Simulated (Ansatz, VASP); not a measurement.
Two plane-wave programs on YRuW3

```
Y Ru W
1.0
     4.36478    0.00000    0.00000
     0.00000    4.36478    0.00000
     0.00000    0.00000    4.36478
Y Ru W
1 1 3
Cartesian
  0.0000 0.0000 0.0000
  2.1824 2.1824 2.1824
  0.0000 2.1824 2.1824
  2.1824 0.0000 2.1824
  2.1824 2.1824 0.0000
```

Alike in both runs: task relaxation of cell and atoms; functional PBE; k mesh 4 × 4 × 4; occupations gaussian, width 0.1 eV; no spin polarisation.

|  | VASP | Ansatz |
| --- | --- | --- |
| version | VASP 6.6.1 | Ansatz 0.2.0 |
| potentials or method | VASP PAW PBE potentials, release 64 (Y_sv, Ru_pv, W_sv), cutoff 600 eV | scalar-relativistic, plane waves, PAW |
| valence electrons in the cell | 67 | 69 |

|  | VASP | Ansatz | Ansatz less VASP |
| --- | --- | --- | --- |
| gap on the k mesh at the Fermi level, each at its own relaxed structure (eV) | none | none | - |
| relaxed volume (Å³/atom) | 21.73 | 21.66 | -0.067 |
| relaxed cell length with the largest relative difference (Å) | 4.771 | 4.766 | -0.0049 |

A gap of «none» marks a metal or a gap that the smearing closes. VASP's potentials hold 67 valence electrons a cell and Ansatz's 69, so a difference there can come from the potentials and not from the codes.

Spin-orbit coupling is off throughout. Noted on VASP's run: the volume moved by over 15 % at a fixed basis, so the end points are rough.
